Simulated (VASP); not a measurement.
# Ga2O3 (C2/m) in VASP: a series of runs

The runs below take Ga2O3 through single point, with PBE, revPBE+D3(BJ).

Everything below comes from runs of VASP 6.6.1. Logs are shortened: lines on timing, memory, paths and dates and some standing lists are left out, and cuts for length are marked.

### 1 The cell of the first run

It takes space group C2/m (No. 12, monoclinic). Conventional cell: a = 12.452 Å, b = 3.084 Å, c = 5.877 Å, α = 90.00°, β = 103.70°, γ = 90.00°. Within 2.6 Å of Ga (site symmetry m) lie 6 O at 1.97 to 2.11 Å. Within 2.5 Å of Ga (site symmetry m) lie 4 O at 1.86 to 1.89 Å. O (site symmetry m) has 3 Ga at 1.86 to 1.97 Å within 2.5 Å. O (site symmetry m) has 4 Ga at 1.89 to 2.11 Å within 2.5 Å. Within 2.5 Å of O (site symmetry m) lie 3 Ga at 1.86 to 1.97 Å.

### 2 Single point, PBE

Contents of INCAR:

```
SYSTEM = Ga2O3
PREC = Accurate ; ENCUT = 520
EDIFF = 1E-6 ; ISMEAR = -1
SIGMA = 0.05 ; LREAL = .False.
LASPH = .True. ; NELM = 100
ALGO = Normal ; ISIF = 2
LWAVE = .False. ; LCHARG = .False.
GGA = PE ; NBANDS = 55
```

Contents of KPOINTS:

```
regular mesh
0
Gamma
  9 9 5
  0 0 0
```

Contents of POSCAR:

```
Ga2O3
1.0
    6.2260648972     -1.5417888822      0.0111685549
    6.2260648972      1.5417888822      0.0111685549
   -1.4027145490      0.0000000000      5.7075507068
Ga O
4 6
Direct
    0.3414931230      0.3414931230      0.6858857559
    0.6585068770      0.6585068770      0.3141142441
    0.9100615931      0.9100615931      0.2052848144
    0.0899384069      0.0899384069      0.7947151856
    0.5039871525      0.5039871525      0.7433576978
    0.4960128475      0.4960128475      0.2566423022
    0.8263091486      0.8263091486      0.4356957905
    0.1736908514      0.1736908514      0.5643042095
    0.8364551487      0.8364551487      0.8908256344
    0.1635448513      0.1635448513      0.1091743656
```

Potentials or basis: VASP PAW PBE potentials, release 64 (Ga_d, O).

On the command line:

```sh
cat potpaw_PBE.64/Ga_d/POTCAR potpaw_PBE.64/O/POTCAR > POTCAR
mpirun -np 1 vasp_std > vasp.out
```

OUTCAR:

```text
SYSTEM = Ga2O3
   PREC = Accurate
   ENCUT = 520
   EDIFF = 1E-6
   ISMEAR = -1
   LREAL = .False.
   LASPH = .True.
   NELM = 100
   ISIF = 2
   GGA = PE

 ion  position               nearest neighbor table
   1  0.341  0.341  0.686-   9 1.97   9 1.97   5 1.97   8 2.04   7 2.11   7 2.11
   2  0.659  0.659  0.314-  10 1.97  10 1.97   6 1.97   7 2.04   8 2.11   8 2.11
   3  0.910  0.910  0.205-   9 1.86   6 1.86   6 1.86   7 1.89
   4  0.090  0.090  0.795-  10 1.86   5 1.86   5 1.86   8 1.89
   5  0.504  0.504  0.743-   4 1.86   4 1.86   1 1.97
   6  0.496  0.496  0.257-   3 1.86   3 1.86   2 1.97
   7  0.826  0.826  0.436-   3 1.89   2 2.04   1 2.11   1 2.11
   8  0.174  0.174  0.564-   4 1.89   1 2.04   2 2.11   2 2.11
   9  0.836  0.836  0.891-   3 1.86   1 1.97   1 1.97
  10  0.164  0.164  0.109-   4 1.86   2 1.97   2 1.97

  LATTYP: Found a base centered monoclinic cell.
 ALAT       =    12.4521498290
 B/A-ratio  =     0.2476341681
 C/A-ratio  =     0.4719982196
 COS(beta)  =    -0.2369203474

  Lattice vectors:

 A1 = (   6.2260648972,  -1.5417888822,   0.0111685549)
 A2 = (   6.2260648972,   1.5417888822,   0.0111685549)
 A3 = (  -1.4027145490,   0.0000000000,   5.7075507068)

Analysis of symmetry for initial positions (statically):
=====================================================================
 Subroutine PRICEL returns:
 Original cell was already a primitive cell.

 Routine SETGRP: Setting up the symmetry group for a
 base centered monoclinic supercell.

 Subroutine GETGRP returns: Found  4 space group operations
 (whereof  4 operations were pure point group operations)
 out of a pool of  4 trial point group operations.

The static configuration has the point symmetry C_2h.

Analysis of symmetry for dynamics (positions and initial velocities):
=====================================================================
 Subroutine PRICEL returns:
 Original cell was already a primitive cell.

 Routine SETGRP: Setting up the symmetry group for a
 base centered monoclinic supercell.

 Subroutine GETGRP returns: Found  4 space group operations
 (whereof  4 operations were pure point group operations)
 out of a pool of  4 trial point group operations.

The dynamic configuration has the point symmetry C_2h.

 Subroutine INISYM returns: Found  4 space group operations
 (whereof  4 operations are pure point group operations),
 and found     1 'primitive' translations
[... 116 lines left out ...]
   NFREE  =      0    steps in history (QN), initial steepest desc. (CG)
   ISIF   =      2    stress and relaxation
   ISYM   =      2    0-nonsym 1-usesym 2-fastsym
   POTIM  = 0.5000    time-step for ionic-motion
   TEBEG  =    0.0;   TEEND  =   0.0 temperature during run
   PSTRESS=    0.0 pullay stress
   NELECT =      88.0000    total number of electrons
   NUPDOWN=      -1.0000    fix difference up-down
   EMIN   =  10.00;   EMAX   =-10.00  energy-range for DOS
   EFERMI =   0.00;   METHOD = LEGACY
   ISMEAR =    -1;   SIGMA  =   0.05  broadening in eV -4-tet -1-fermi 0-gaus
   EFERMI_NEDOS =   21; number of points for ismear=-14 and -15
   IALGO  =     38    algorithm
   IMIX   =      4    mixing-type and parameters
     AMIX     =   0.40;   BMIX     =  1.00
     AMIX_MAG =   1.60;   BMIX_MAG =  1.00
  volume/ion in A,a.u.               =      10.96        73.98
  Fermi-wavevector in a.u.,A,eV,Ry     =   1.521478  2.875177 31.496081  2.314897
  Thomas-Fermi vector in A             =   2.630188
   LORBIT       =      0    0 simple, 1 ext, 2 COOP (PROOUT), +10 PAW based schemes
   GGA     = PE    functional components
   LHFCALC =     F    Hartree Fock is set to
   AEXX    =    0.0000 exact exchange contribution
   IVDW    =     0    specifies the selected vdW correction
   LEPSILON=     F    determine dielectric tensor
   LRPA    =     F    only Hartree local field effects (RPA)
 non-spin polarized calculation
  energy-cutoff  :      520.00
  volume of cell :      109.63
 maximum number of plane-waves:      2966
   NGX = 23   NGY = 23   NGZ = 21

 number of electron      87.9999987 magnetization

 Free energy of the ion-electron system (eV)
  ---------------------------------------------------
  ext. energy  EPLUGINS =         0.00000000
  ---------------------------------------------------
  free energy    TOTEN  =       -59.67810506 eV

  energy without entropy =      -59.67810506  energy(sigma->0) =      -59.67810506

 E-fermi :   4.5466     XC(G=0): -11.3748

 val. band max:        3.4346912699   @ k =  -0.4444   0.4444   0.4000
 cond. band min:       5.4368347876   @ k =   0.0000   0.0000   0.0000
 fundamental gap:      2.0021435176
 Fermi energy:         4.5465648035

 k-point     1 :       0.0000    0.0000    0.0000
  band No.  band energies     occupation
      1     -15.1856      2.00000
      2     -14.1275      2.00000
      3     -14.0973      2.00000
      4     -13.9935      2.00000
      5     -13.5515      2.00000
      6     -13.5453      2.00000
[... 1381 lines left out ...]
     54      15.2406      0.00000
     55      15.5382      0.00000

 [... further k-points ...]

------------------------ aborting loop because EDIFF is reached ----------------------------------------

  FORCE on cell =-STRESS in cart. coord.  units (eV):
  Direction    XX          YY          ZZ          XY          YZ          ZX
  --------------------------------------------------------------------------------------
  -------------------------------------------------------------------------------------
  Total        0.3770949      0.4576677      0.3834314      0.0000000      0.0000000      0.0198347
  in kB        5.5112675      6.6888450      5.6038765      0.0000000      0.0000000      0.2898857
  external PRESSURE =       5.9346630 kB  Pullay stress =       0.0000000 kB

 VOLUME and BASIS-vectors are now :
 -----------------------------------------------------------------------------
  energy-cutoff  :      520.00
  volume of cell :      109.63
      direct lattice vectors                 reciprocal lattice vectors
     6.226064897 -1.541788882  0.011168555     0.080272158 -0.324298616  0.019728064
     6.226064897  1.541788882  0.011168555     0.080272158  0.324298616  0.019728064
    -1.402714549  0.000000000  5.707550707    -0.000314154  0.000000000  0.175129295

 POSITION                                       TOTAL-FORCE (eV/Angst)
 -----------------------------------------------------------------------------------
      3.29021      0.00000      3.92236         0.010347      0.000000      0.001264
      7.75920      0.00000      1.80753        -0.010347      0.000000     -0.001264
     11.04425      0.00000      1.19200        -0.000931      0.000000     -0.004886
      0.00517      0.00000      4.53789         0.000931      0.000000      0.004886
      5.23299      0.00000      4.25401        -0.004530      0.000000     -0.006716
      5.81642      0.00000      1.47588         0.004530      0.000000      0.006716
      9.67815      0.00000      2.50521         0.009389      0.000000      0.002972
      1.37126      0.00000      3.22467        -0.009389      0.000000     -0.002972
      9.16607      0.00000      5.10312        -0.019897      0.000000      0.014109
      1.88334      0.00000      0.62677         0.019897      0.000000     -0.014109
 -----------------------------------------------------------------------------------
    total drift:                               -0.000000     -0.000000     -0.000000

  FREE ENERGIE OF THE ION-ELECTRON SYSTEM (eV)
  ---------------------------------------------------
  free  energy   TOTEN  =       -59.6781050635 eV

  energy  without entropy=      -59.6781050633  energy(sigma->0) =      -59.67810506
```

It took 8.9 min on 1 thread of Intel Xeon 6975P-C (Granite Rapids), shared host; peak memory 0.65 GiB.

Results:

- Free energy: -59.6781 eV
- Pressure: 0.6 GPa
- Largest force: 0.024 eV/Å
- Band gap on the k mesh: 2.00 eV (least direct gap 2.02 eV)

Forces in eV/Å, atoms in the order of the input:
```
Ga   0.010  0.000  0.001
Ga  -0.010  0.000 -0.001
Ga  -0.001  0.000 -0.005
Ga   0.001  0.000  0.005
O   -0.005  0.000 -0.007
O    0.005  0.000  0.007
O    0.009  0.000  0.003
O   -0.009  0.000 -0.003
O   -0.020  0.000  0.014
O    0.020  0.000 -0.014
```

Levels at points of the mesh, in eV from the valence-band top:
| k point | band 40 | band 41 | band 42 | band 43 | band 44 | band 45 | band 46 | band 47 | band 48 | band 49 |
| --- | --- | --- | --- | --- | --- | --- | --- | --- | --- | --- |
| (0.00, 0.00, 0.00) | -0.69 | -0.66 | -0.46 | -0.28 | -0.02 | 2.00 | 5.36 | 6.28 | 6.45 | 7.55 |

Caveat: an odd mesh through Γ misses points on the zone boundary, where band edges can lie. Expect the measured gap to be larger: semilocal functionals such as PBE lack the derivative discontinuity.

### 3 Single point, revPBE+D3(BJ)

This run uses another cell than the first one, of 10.86 Å³/atom.

Contents of INCAR:

```
PREC     = Accurate       # precision mode
ENCUT    = 520            # plane-wave cutoff, eV
EDIFF    = 1E-7           # SCF threshold, eV
ISMEAR   = -1             # smearing method
SIGMA    = 0.05           # smearing width, eV
LREAL    = F              # projectors in reciprocal space
LASPH    = T              # aspherical terms in the spheres
NELM     = 80             # most SCF steps
ALGO     = Normal         # electronic algorithm
ISIF     = 2              # what is computed and relaxed
LWAVE    = F              # write WAVECAR
LCHARG   = T              # write CHGCAR
GGA      = RE             # functional
IVDW     = 12             # dispersion correction
LELF     = T              # ELF
LVHAR    = T            
NBANDS   = 55             # bands
```

Contents of KPOINTS:

```
Automatic mesh
0
Gamma
  9 9 5
```

Contents of POSCAR:

```
Ga2O3
1.0
    6.1873644791     -1.5385332127      0.0000000000
    6.1873644791      1.5385332127      0.0000000000
   -1.4042276835      0.0000000000      5.7040962965
Ga O
4 6
Direct
    0.3413400000      0.3413400000      0.6859800000
    0.6586600000      0.6586600000      0.3140200000
    0.9095000000      0.9095000000      0.2054000000
    0.0905000000      0.0905000000      0.7946000000
    0.5041000000      0.5041000000      0.7434000000
    0.4959000000      0.4959000000      0.2566000000
    0.8267000000      0.8267000000      0.4368000000
    0.1733000000      0.1733000000      0.5632000000
    0.8355000000      0.8355000000      0.8902000000
    0.1645000000      0.1645000000      0.1098000000
```

Potentials or basis: VASP PAW PBE potentials, release 64 (Ga_d, O).

On the command line:

```sh
cat potpaw_PBE.64/Ga_d/POTCAR potpaw_PBE.64/O/POTCAR > POTCAR
mpirun -np 1 vasp_std > vasp.out
```

Wall time 26 min (1 thread of Intel Xeon Platinum 8259CL at 2.50GHz (Skylake/Cascade Lake), shared host); peak memory 0.66 GiB.

It converged, with:

```
Free energy                : -59.9574 eV
Pressure                   : -0.4 GPa
Largest force              : 0.146 eV/Å
Band gap on the k mesh     : 2.15 eV (least direct gap 2.18 eV)
Dispersion energy per atom : -0.376 eV
```

Forces in eV/Å, atoms in the order of the input:
```
Ga   0.025  0.000  0.028
Ga  -0.025  0.000 -0.028
Ga  -0.015  0.000 -0.090
Ga   0.015  0.000  0.090
O   -0.004  0.000  0.001
O    0.004  0.000 -0.001
O    0.032  0.000 -0.027
O   -0.032  0.000  0.027
O   -0.077  0.000  0.124
O    0.077  0.000 -0.124
```

Stress tensor (GPa, compression positive):
```
-0.22  0.00  0.07
 0.00 -0.27  0.00
 0.07  0.00 -0.78
```

Levels at points of the mesh, in eV from the valence-band top:
| k point | band 40 | band 41 | band 42 | band 43 | band 44 | band 45 | band 46 | band 47 | band 48 | band 49 |
| --- | --- | --- | --- | --- | --- | --- | --- | --- | --- | --- |
| (0.00, 0.00, 0.00) | -0.69 | -0.67 | -0.46 | -0.28 | -0.03 | 2.15 | 5.49 | 6.46 | 6.62 | 7.67 |

Caveat: the PAW data sets were made with another functional, which shifts forces and pressure a little; an odd mesh through Γ misses points on the zone boundary, where band edges can lie. Expect the measured gap to be larger: semilocal functionals such as revPBE lack the derivative discontinuity.
